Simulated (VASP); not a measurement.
Crystal: Cr.

```
Cr
1.0
     1.14705   -2.46703    0.00000
     1.14705    2.46703    0.00000
     0.00000    0.00000    4.06431
Cr
2
Direct
  0.87053 0.12947 0.75000
  0.12947 0.87053 0.25000
```

Base run:

| Item | Value |
| --- | --- |
| Program | VASP 6.6.1 |
| Functional | PBEsol |
| Potentials or basis | VASP PAW PBE potentials, release 64 (Cr_pv) |
| Cutoff | 520 eV |
| k mesh | 11 × 11 × 6 |
| Occupations | fermi-dirac, width 0.05 eV |
| Spin | collinear spin, ferromagnetic start |
| Starting moments | [4.5, 4.5] μB |
| Fixed moment | 9 μB |

Its results: pressure 120.0 GPa; site moments Cr +4.15 μB; largest force 0.708 eV/Å.

Problem. The run is repeated on the same cell with these changes: fixed moment from 9 μB to 12 μB; moments at the start from [4.5, 4.5] to [6.0, 6.0]. What comes out?

Solution. Pressure 207.6 GPa; site moments Cr +5.36 μB; largest force 1.081 eV/Å.

Caveats: the PAW data sets were made with another functional, which shifts forces and pressure a little; the total moment is fixed, so each spin has its own Fermi level.
